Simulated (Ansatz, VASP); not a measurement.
## Be2C in VASP and in Ansatz

File INCAR:

```
PREC = Accurate
ENCUT = 600
EDIFF = 1E-6
ISMEAR = 0
SIGMA = 0.01
LREAL = F
LASPH = T
NELM = 120
ALGO = Normal
ISIF = 2
LWAVE = F
LCHARG = F
GGA = PS
NBANDS = 11
GGA_COMPAT = F
```

Contents of KPOINTS:

```
regular mesh
0
Gamma
  8 8 8
```

Contents of POSCAR:

```
Be2C
1.0
    0.0000000000      2.1604856385      2.1604856385
    2.1604856385      0.0000000000      2.1604856385
    2.1604856385      2.1604856385      0.0000000000
C Be
1 2
Direct
    0.0000000000      0.0000000000      0.0000000000
    0.2500000000      0.2500000000      0.2500000000
    0.7500000000      0.7500000000      0.7500000000
```

Input for Ansatz:

```yaml
crystal:
  lattice:
    - [0.0, 2.1604856385, 2.1604856385]
    - [2.1604856385, 0.0, 2.1604856385]
    - [2.1604856385, 2.1604856385, 0.0]
  atoms:
    - { symbol: C, position: [0.0, 0.0, 0.0] }
    - { symbol: Be, position: [0.25, 0.25, 0.25] }
    - { symbol: Be, position: [0.75, 0.75, 0.75] }
kpoints:
  mp_grid: { grid: [8, 8, 8] }
hamiltonian:
  xc: pbesol
scf:
  occupations: { method: fixed }
  n_extra_bands: 4
output:
  forces: true
  stress: true
  eigenvalues: true
```

Alike in both runs: task single point; functional PBEsol; k mesh 8 × 8 × 8; no spin polarisation.

```csv
,VASP,Ansatz
version,VASP 6.6.1,Ansatz 0.2.0
potentials or method,"VASP PAW PBE potentials, release 64 (C, Be)",plane waves
plane-wave cutoff (eV),600,420
occupations,"gaussian, width 0.01 eV",fixed
valence electrons in the cell,8,8
```

|  | VASP | Ansatz | Ansatz less VASP |
| --- | --- | --- | --- |
| gap on the k mesh at the Fermi level (eV) | 1.06 | 1.07 | +0.013 |
| pressure (GPa) | -0.9 | -1.5 | -0.57 |

VASP's potentials were made for PBE, not for PBEsol.
